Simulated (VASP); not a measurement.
Te2Mo: single point with PBE+D3(BJ)

The system is Te2Mo, a slab with vacuum.

```
Te Mo
1.0
     3.50388    0.00000    0.00000
    -1.75194    3.03445    0.00000
     0.00000    0.00000   24.76772
Te Mo
4 2
Direct
  0.33333 0.66667 0.18169
  0.33333 0.66667 0.32841
  0.33333 0.83333 0.47497
  0.33333 0.83333 0.62168
  0.66667 0.33333 0.25505
  0.66667 0.50000 0.54833
```

This cell differs from its parent crystal: layers slid over each other.

```
Program             : VASP 6.6.1
Task                : single point
Functional          : PBE
Dispersion          : D3(BJ)
Potentials or basis : VASP PAW PBE potentials, release 64 (Te, Mo_sv)
Cutoff              : 520 eV
k mesh              : 9 × 9 × 1
Occupations         : gaussian, width 0.05 eV
Spin                : no spin polarisation
```

* Largest force: 0.173 eV/Å
* Band gap on the k mesh: 1.08 eV (least direct gap 1.14 eV)
* Dispersion energy per atom: -0.459 eV

Forces in eV/Å, atoms in the order of the input:
```
Te   0.000  0.002 -0.001
Te   0.043 -0.077 -0.149
Te  -0.045  0.076  0.149
Te   0.002 -0.001  0.001
Mo   0.013 -0.022 -0.033
Mo  -0.013  0.022  0.033
```

Levels at points of the mesh, in eV from the valence-band top:
```csv
k point,band 24,band 25,band 26,band 27,band 28,band 29
"(0.00, 0.00, 0.00)",-0.85,-0.75,-0.13,3.09,3.12,3.19
```

It took 6.5 min on 1 thread of Intel(R) Xeon(R) Platinum 8488C (Sapphire Rapids), with other jobs on the host, peak memory 0.47 GiB.

Caveat: the cell differs from its parent crystal (layers slid over each other); spin-orbit coupling is left out, which moves the levels of the heavy elements.
